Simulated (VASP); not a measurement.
# Pd (Fm-3m) in VASP: notebook

The runs below take Pd through single point, relaxation of cell and atoms, with LDA.

Everything below comes from runs of VASP 6.6.1. Logs are shortened: lines on timing, memory, paths and dates and some standing lists are left out, and cuts for length are marked.

## 1. The cell of the first run

It takes space group Fm-3m (No. 225, cubic). The conventional cell has a = 3.846 Å, b = 3.846 Å, c = 3.846 Å, α = 90.00°, β = 90.00°, γ = 90.00°. Within 3.6 Å of Pd (site symmetry m-3m) lie 12 Pd at 2.72 Å.

## 2. Single point, LDA

The input, INCAR:

```
SYSTEM = Pd
ALGO     = Normal         ! electronic algorithm
EDIFF    = 1E-6           ! SCF threshold, eV
ENCUT    = 500            ! plane-wave cutoff, eV
GGA      = CA             ! functional
GGA_COMPAT= .FALSE.      
ISIF     = 2              ! what is computed and relaxed
ISMEAR   = -1             ! smearing method
LASPH    = .TRUE.         ! aspherical terms in the spheres
LCHARG   = .FALSE.        ! write CHGCAR
LREAL    = .FALSE.        ! projectors in reciprocal space
LWAVE    = .FALSE.        ! write WAVECAR
NBANDS   = 11             ! bands
NELM     = 120            ! most SCF steps
PREC     = Accurate       ! precision mode
SIGMA    = 0.1            ! smearing width, eV
```

The input, KPOINTS:

```
k-points
0
G
  8 8 8
  0 0 0
```

The input, POSCAR:

```
Pd
1.0
    0.0000000000      1.9227796400      1.9227796400
    1.9227796400      0.0000000000      1.9227796400
    1.9227796400      1.9227796400      0.0000000000
Pd
1
Direct
    0.0000000000      0.0000000000      0.0000000000
```

Potentials or basis: VASP PAW LDA potentials, release 64 (Pd).

Launch:

```
$ cat potpaw_LDA.64/Pd/POTCAR > POTCAR
$ mpirun -np 1 vasp_std > vasp.out
```

OUTCAR:

```text
SYSTEM = Pd
   EDIFF = 1E-6
   ENCUT = 500
   GGA = CA
   ISIF = 2
   ISMEAR = -1
   LASPH = .TRUE.
   LREAL = .FALSE.
   NELM = 120
   PREC = Accurate

 ion  position               nearest neighbor table
   1  0.000  0.000  0.000-

  LATTYP: Found a face centered cubic cell.
 ALAT       =     3.8455592800

  Lattice vectors:

 A1 = (   0.0000000000,   1.9227796400,   1.9227796400)
 A2 = (   1.9227796400,   0.0000000000,   1.9227796400)
 A3 = (   1.9227796400,   1.9227796400,   0.0000000000)

Analysis of symmetry for initial positions (statically):
=====================================================================
 Subroutine PRICEL returns:
 Original cell was already a primitive cell.

 Routine SETGRP: Setting up the symmetry group for a
 face centered cubic supercell.

 Subroutine GETGRP returns: Found 48 space group operations
 (whereof 48 operations were pure point group operations)
 out of a pool of 48 trial point group operations.

The static configuration has the point symmetry O_h .

Analysis of symmetry for dynamics (positions and initial velocities):
=====================================================================
 Subroutine PRICEL returns:
 Original cell was already a primitive cell.

 Routine SETGRP: Setting up the symmetry group for a
 face centered cubic supercell.

 Subroutine GETGRP returns: Found 48 space group operations
 (whereof 48 operations were pure point group operations)
 out of a pool of 48 trial point group operations.

The dynamic configuration has the point symmetry O_h .

 Subroutine INISYM returns: Found 48 space group operations
 (whereof 48 operations are pure point group operations),
 and found     1 'primitive' translations

----------------------------------------------------------------------------------------

                                     Primitive cell

  volume of cell :      14.2173

  direct lattice vectors                    reciprocal lattice vectors
     0.000000000  1.922779640  1.922779640    -0.260040199  0.260040199  0.260040199
     1.922779640  0.000000000  1.922779640     0.260040199 -0.260040199  0.260040199
     1.922779640  1.922779640  0.000000000     0.260040199  0.260040199 -0.260040199

  length of vectors
     2.719221044  2.719221044  2.719221044     0.450402836  0.450402836  0.450402836

  position of ions in fractional coordinates (direct lattice)
     0.000000000  0.000000000  0.000000000

  ion indices of the primitive-cell ions
   primitive index   ion index
                 1           1

----------------------------------------------------------------------------------------

 KPOINTS: k-points

Automatic generation of k-mesh.
 Grid dimensions read from file:
 generate k-points for:    8    8    8

 Generating k-lattice:

  Cartesian coordinates                     Fractional coordinates (reciprocal lattice)
    -0.032505025  0.032505025  0.032505025     0.125000000  0.000000000  0.000000000
     0.032505025 -0.032505025  0.032505025     0.000000000  0.125000000  0.000000000
     0.032505025  0.032505025 -0.032505025     0.000000000  0.000000000  0.125000000

  Length of vectors
     0.056300355  0.056300355  0.056300355

  Shift w.r.t. Gamma in fractional coordinates (k-lattice)
     0.000000000  0.000000000  0.000000000

 Subroutine IBZKPT returns following result:
 ===========================================

 Found     29 irreducible k-points:

 Following reciprocal coordinates:
            Coordinates               Weight
  0.000000  0.000000  0.000000      1.000000
  0.125000  0.000000  0.000000      8.000000
  0.250000  0.000000  0.000000      8.000000
  0.375000  0.000000  0.000000      8.000000
  0.500000  0.000000  0.000000      4.000000
  0.125000  0.125000  0.000000      6.000000
[... 16 lines left out ...]
  0.500000  0.250000  0.125000     48.000000
 -0.375000  0.250000  0.125000     24.000000
 [... further k-points ...]
   k-points           NKPTS =     29   k-points in BZ     NKDIM =     29   number of bands    NBANDS=     11
   number of dos      NEDOS =    301   number of ions     NIONS =      1
   total plane-waves  NPLWV =   8000
   dimension x,y,z NGX =    20 NGY =   20 NGZ =   20
   dimension x,y,z NGXF=    40 NGYF=   40 NGZF=   40
   ions per type =               1
   NGX,Y,Z   is equivalent  to a cutoff of  12.23, 12.23, 12.23 a.u.
   NGXF,Y,Z  is equivalent  to a cutoff of  24.45, 24.45, 24.45 a.u.
 SYSTEM =  Pd
   PREC   = accura    normal or accurate (medium, high low for compatibility)
   ISTART =      0    job   : 0-new  1-cont  2-samecut
   ICHARG =      2    charge: 1-file 2-atom 10-const
   ISPIN  =      1    spin polarized calculation?
   LNONCOLLINEAR =      F non collinear calculations
   LSORBIT =      F    spin-orbit coupling
   LASPH  =      T    aspherical Exc in radial PAW
   ENCUT  =  500.0 eV  36.75 Ry    6.06 a.u.   4.96  4.96  4.96*2*pi/ulx,y,z
   NELM   =    120;   NELMIN=  2; NELMDL= -5     # of ELM steps
   EDIFF  = 0.1E-05   stopping-criterion for ELM
   LREAL  =      F    real-space projection
   EDIFFG = 0.1E-04   stopping-criterion for IOM
   NSW    =      0    number of steps for IOM
   IBRION =     -1    ionic relax: 0-MD 1-quasi-New 2-CG
   NFREE  =      0    steps in history (QN), initial steepest desc. (CG)
   ISIF   =      2    stress and relaxation
   ISYM   =      2    0-nonsym 1-usesym 2-fastsym
   POTIM  = 0.5000    time-step for ionic-motion
   TEBEG  =    0.0;   TEEND  =   0.0 temperature during run
   PSTRESS=    0.0 pullay stress
   NELECT =      10.0000    total number of electrons
   NUPDOWN=      -1.0000    fix difference up-down
   EMIN   =  10.00;   EMAX   =-10.00  energy-range for DOS
   EFERMI =   0.00;   METHOD = LEGACY
   ISMEAR =    -1;   SIGMA  =   0.10  broadening in eV -4-tet -1-fermi 0-gaus
   EFERMI_NEDOS =   21; number of points for ismear=-14 and -15
   IALGO  =     38    algorithm
   IMIX   =      4    mixing-type and parameters
     AMIX     =   0.40;   BMIX     =  1.00
     AMIX_MAG =   1.60;   BMIX_MAG =  1.00
  volume/ion in A,a.u.               =      14.22        95.94
  Fermi-wavevector in a.u.,A,eV,Ry     =   1.455913  2.751276 28.840019  2.119682
  Thomas-Fermi vector in A             =   2.572892
   LORBIT       =      0    0 simple, 1 ext, 2 COOP (PROOUT), +10 PAW based schemes
   GGA     = CA    functional components
   LHFCALC =     F    Hartree Fock is set to
   AEXX    =    0.0000 exact exchange contribution
   IVDW    =     0    specifies the selected vdW correction
   LEPSILON=     F    determine dielectric tensor
   LRPA    =     F    only Hartree local field effects (RPA)
 non-spin polarized calculation
  energy-cutoff  :      500.00
  volume of cell :       14.22
 maximum number of plane-waves:       371
   NGX =  9   NGY =  9   NGZ =  9

 number of electron      10.0000005 magnetization

 Free energy of the ion-electron system (eV)
  ---------------------------------------------------
  ext. energy  EPLUGINS =         0.00000000
  ---------------------------------------------------
  free energy    TOTEN  =        -6.50117517 eV

  energy without entropy =       -6.43932784  energy(sigma->0) =       -6.47025151

 E-fermi :  10.3342     XC(G=0): -13.7401

 val. band max:       10.2881322774   @ k =  -0.3750   0.3750   0.1250
 cond. band min:      10.3447715731   @ k =   0.5000   0.2500   0.0000
 fundamental gap:      0.0566392957
 Fermi energy:        10.3342051678

 k-point     1 :       0.0000    0.0000    0.0000
  band No.  band energies     occupation
      1       2.7083      2.00000
      2       7.2154      2.00000
      3       7.2154      2.00000
      4       7.2154      2.00000
      5       8.9578      2.00000
      6       8.9578      2.00000
      7      27.3750      0.00000
      8      32.3016      0.00000
      9      32.3016      0.00000
     10      32.3016      0.00000
     11      35.9396      0.00000

 k-point     2 :       0.1250    0.0000    0.0000
  band No.  band energies     occupation
      1       3.2740      2.00000
      2       7.0321      2.00000
      3       7.3993      2.00000
      4       7.3993      2.00000
      5       8.8838      2.00000
      6       8.8838      2.00000
      7      27.9065      0.00000
      8      29.6212      0.00000
      9      32.9907      0.00000
     10      32.9907      0.00000
     11      35.9764      0.00000

 k-point     3 :       0.2500    0.0000    0.0000
  band No.  band energies     occupation
      1       4.4420      2.00000
      2       7.1629      2.00000
      3       7.5295      2.00000
      4       7.5295      2.00000
      5       9.1116      1.99999
      6       9.1116      1.99999
      7      25.0148      0.00000
      8      28.5249      0.00000
      9      34.2513      0.00000
     10      34.2513      0.00000
     11      35.8932      0.00000

 k-point     4 :       0.3750    0.0000    0.0000
  band No.  band energies     occupation
      1       4.6905      2.00000
      2       7.2989      2.00000
      3       7.2989      2.00000
      4       9.1918      1.99998
      5       9.8514      1.98412
      6       9.8514      1.98412
      7      20.4789      0.00000
      8      27.3393      0.00000
      9      32.6240      0.00000
     10      32.6240      0.00000
     11      35.9549      0.00000
[... 239 lines left out ...]
 k-point    22 :       0.3750    0.2500    0.1250
  band No.  band energies     occupation
      1       5.4818      2.00000
      2       6.1262      2.00000
      3       7.2600      2.00000
      4       8.5868      2.00000
      5       8.7886      2.00000
      6      10.5342      0.23833
      7      25.5310      0.00000
      8      26.4399      0.00000
      9      29.8319      0.00000
     10      32.4266      0.00000
     11      35.8480      0.00000

 k-point    23 :       0.5000    0.2500    0.1250
  band No.  band energies     occupation
      1       5.6494      2.00000
      2       6.5764      2.00000
      3       7.0058      2.00000
      4       8.3920      2.00000
      5       9.6996      1.99650
      6      12.7757      0.00000
      7      21.1616      0.00000
      8      25.6349      0.00000
      9      27.8135      0.00000
     10      32.5929      0.00000
     11      36.1062      0.00000

 k-point    24 :      -0.3750    0.2500    0.1250
  band No.  band energies     occupation
      1       5.5859      2.00000
      2       6.3692      2.00000
      3       7.6277      2.00000
      4       8.1457      2.00000
      5      10.0984      1.82717
      6      15.1649      0.00000
      7      17.8089      0.00000
      8      26.1410      0.00000
      9      26.4732      0.00000
     10      31.5923      0.00000
     11      35.9860      0.00000

 [... further k-points ...]

------------------------ aborting loop because EDIFF is reached ----------------------------------------

  FORCE on cell =-STRESS in cart. coord.  units (eV):
  Direction    XX          YY          ZZ          XY          YZ          ZX
  --------------------------------------------------------------------------------------
  -------------------------------------------------------------------------------------
  Total        0.0322817      0.0322817      0.0322817      0.0000000      0.0000000      0.0000000
  in kB        3.6378852      3.6378852      3.6378852      0.0000000      0.0000000      0.0000000
  external PRESSURE =       3.6378852 kB  Pullay stress =       0.0000000 kB

 VOLUME and BASIS-vectors are now :
 -----------------------------------------------------------------------------
  energy-cutoff  :      500.00
  volume of cell :       14.22
      direct lattice vectors                 reciprocal lattice vectors
     0.000000000  1.922779640  1.922779640    -0.260040199  0.260040199  0.260040199
     1.922779640  0.000000000  1.922779640     0.260040199 -0.260040199  0.260040199
     1.922779640  1.922779640  0.000000000     0.260040199  0.260040199 -0.260040199

 POSITION                                       TOTAL-FORCE (eV/Angst)
 -----------------------------------------------------------------------------------
      0.00000      0.00000      0.00000         0.000000      0.000000      0.000000
 -----------------------------------------------------------------------------------
    total drift:                               -0.000000     -0.000000     -0.000000

  FREE ENERGIE OF THE ION-ELECTRON SYSTEM (eV)
  ---------------------------------------------------
  free  energy   TOTEN  =        -6.5011751687 eV

  energy  without entropy=       -6.4393278445  energy(sigma->0) =       -6.47025151
```

It took 2.5 s on 1 thread of AMD EPYC 9R45 (Zen 5), shared host; peak memory 0.09 GiB.

What came out:

* Free energy: -6.5012 eV
* Pressure: 0.4 GPa
* Band gap on the k mesh: zero (bands 5 and 6 overlap by 1.70 eV)

## 3. Relaxation of cell and atoms, LDA

This run uses another cell than the first one, of 14.75 Å³/atom.

The input, INCAR:

```
SYSTEM = Pd
ALGO = Normal
EDIFF = 1E-7
EDIFFG = -0.03
ENCUT = 500
GGA = CA
GGA_COMPAT = .FALSE.
IBRION = 2
ISIF = 3
ISMEAR = -1
LASPH = .TRUE.
LCHARG = .FALSE.
LREAL = .FALSE.
LWAVE = .FALSE.
NELM = 120
NELMIN = 4
NSW = 80
PREC = Accurate
SIGMA = 0.1
```

KPOINTS is that of step 2.

The input, POSCAR:

```
Pd
1.0
    0.0000000000      1.9465000000      1.9465000000
    1.9465000000      0.0000000000      1.9465000000
    1.9465000000      1.9465000000      0.0000000000
Pd
1
Direct
    0.0000000000      0.0000000000      0.0000000000
```

Potentials or basis: VASP PAW LDA potentials, release 64 (Pd).

Launch:

```
$ cat potpaw_LDA.64/Pd/POTCAR > POTCAR
$ mpirun -np 1 vasp_std > vasp.out
```

Run time: 4.7 s. Hardware: 1 thread of AMD EPYC 9R45 (Zen 5), shared host; peak memory 0.1 GiB.

The run converged. Its results:

```
Free energy                           : -6.5014 eV
Relaxed volume                        : 14.25 Å³/atom
Relaxed cell                          : a = 2.721 Å, b = 2.721 Å, c = 2.721 Å, α = 60.00°, β = 60.00°, γ = 60.00°
Space group after relaxing (to 0.1 Å) : Fm-3m (No. 225)
Energy gained by relaxing             : 11.8 meV/atom
Ionic steps                           : 3
Pressure after relaxing               : -0.1 GPa
Band gap on the k mesh                : zero (bands 5 and 6 overlap by 1.70 eV)
```

Step by step:
```tsv
step	energy change (eV)	largest force (eV/Å)	pressure (GPa)	volume (Å³)
1	0.0000	0.0000	-7.13	14.75
2	0.0278	0.0000	16.01	13.39
3	-0.0118	0.0000	-0.15	14.25
```

Final structure:
```
Pd
1.0
     0.00000    1.92415    1.92415
     1.92415    0.00000    1.92415
     1.92415    1.92415    0.00000
Pd
1
Cartesian
  0.0000 0.0000 0.0000
```

Levels at points of the mesh, in eV from the Fermi level:
```tsv
k point	band 3	band 4	band 5	band 6	band 7	band 8
(0.00, 0.00, 0.00)	-3.11	-3.11	-1.37	-1.37	17.04	21.96
(0.50, 0.00, 0.00)	-3.16	-0.09	-0.09	0.77	7.45	16.42
(0.50, 0.50, 0.00)	-0.11	0.25	0.25	3.15	11.00	13.15
```

LDA usually gives volumes a few per cent too small. Zero-point motion and thermal expansion aren't in these numbers.

The gap in the log of VASP goes by the Fermi energy; the results here count the filled bands.